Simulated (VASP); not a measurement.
Crystal: NiO.

```xyz
2
Lattice="0.0000 2.0719 2.0719 2.0719 0.0000 2.0719 2.0719 2.0719 0.0000" Properties=species:S:1:pos:R:3 pbc="T T T"
Ni    0.0000    0.0000    0.0000
O     2.0719    2.0719    2.0719
```

Base run:

```yaml
Program: VASP 6.6.1
Functional: PBEsol
Dispersion: D3(BJ)
Potentials_or_basis: VASP PAW PBE potentials, release 64 (Ni, O)
Cutoff: 520 eV
k_mesh: 11 × 11 × 11
Occupations: fermi-dirac, width 0.05 eV
Spin: collinear spin, ferromagnetic start
Starting_moments: "[1.0, 0.0] μB"
```

Its results: pressure -6.0 GPa; net moment 1.29 μB per cell; site moments Ni +1.08; O +0.18 μB.

**Question.** After a change of settings the same cell gave: pressure 11.5 GPa; net moment 1.54 μB per cell; site moments Ni +1.28; O +0.23 μB. Which change was it?
A. functional from PBEsol to b88 exchange, pbe correlation; dispersion from D3(BJ) to none; cutoff from 520 eV to 600 eV
B. functional from PBEsol to BLYP
C. functional from PBEsol to BLYP; dispersion from D3(BJ) to D4

**Answer.** B.

BLYP binds less tightly than PBEsol, so the same cell stands under more pressure.

Caveats: the PAW data sets were made with another functional, which shifts forces and pressure a little; a cell with one magnetic atom can't hold antiferromagnetic order, which such compounds often take; the cell stands under tension (at least some runs); the cell stands under pressure (at least some runs).
